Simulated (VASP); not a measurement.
Runs of VASP 6.6.1 on TePb. The structure is that of space group Pm-3m (No. 221), or close to it. The cells are those of the table. 

```tsv
cell	gap on the mesh (eV)	pressure (GPa)
a = 4.055 Å, 2 atoms	none	1.0
a = 3.975 Å, 2 atoms	none	(a)
a = 3.948 Å, 2 atoms	none	5.1
a = 4.029 Å, 2 atoms	none	1.8
a = 4.002 Å, 2 atoms	none	(b)
```

Alike in all rows: task single point; level B3LYP; potentials or basis VASP PAW PBE potentials, release 64 (Pb_d, Te); no spin polarisation; k mesh 4 × 4 × 4; cutoff (eV) 520; smearing fermi-dirac 0.05 eV.

Q: Fill in the values left out.

A: (a) 3.9; (b) 2.8.

Caveats: all runs use coarse meshes; the PAW data sets were made with another functional, which shifts forces and pressure a little; spin-orbit coupling is left out, which moves the levels of the heavy elements.

A k mesh can miss the band edges, and the runs leave out spin-orbit coupling on Pb, Te.

A gap of «none» marks levels without a gap at the run's occupations.
